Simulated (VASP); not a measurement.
Here is a VASP 6.6.1 calculation.

INCAR

```
SYSTEM = CaO
PREC     = Accurate       ! precision mode
ENCUT    = 520            ! plane-wave cutoff, eV
EDIFF    = 1E-6           ! SCF threshold, eV
ISMEAR   = -1             ! smearing method
SIGMA    = 0.02           ! smearing width, eV
LREAL    = .FALSE.        ! projectors in reciprocal space
LASPH    = .TRUE.         ! aspherical terms in the spheres
NELM     = 100            ! most SCF steps
ALGO     = Normal         ! electronic algorithm
ISIF     = 2              ! what is computed and relaxed
LWAVE    = .FALSE.        ! write WAVECAR
LCHARG   = .FALSE.        ! write CHGCAR
GGA      = PE             ! functional
NBANDS   = 15             ! bands
```

File KPOINTS:

```
regular mesh
0
G
  11 11 11
  0 0 0
```

File POSCAR:

```
CaO
1.0
    0.0000000000      2.4490000000      2.4490000000
    2.4490000000      0.0000000000      2.4490000000
    2.4490000000      2.4490000000      0.0000000000
Ca O
1 1
Direct
    0.0163331972      0.0163331972     -0.0163331972
    0.5000000000      0.5000000000      0.5000000000
```

Potentials or basis: VASP PAW PBE potentials, release 64 (Ca_sv, O).

Launch:

```bash
$ cat potpaw_PBE.64/Ca_sv/POTCAR potpaw_PBE.64/O/POTCAR > POTCAR
$ mpirun -np 1 vasp_std > vasp.out
```

Problem. What does it give for the largest force?

Solution. 0.190 eV/Å.

Problem. Estimate the pressure.

Solution. -3.3 GPa.

Problem. Predict the band gap on the k mesh.

Solution. 3.70 eV, indirect (least direct gap 4.07 eV).

Stress tensor (GPa, compression positive):
```
-3.59  0.00  0.00
 0.00 -3.59  0.00
 0.00  0.00 -2.82
```

Caveat: the cell differs from its parent crystal (atom 1 (Ca) moved by [0.0, 0.0, 0.08] A). A k mesh can miss the band edges.
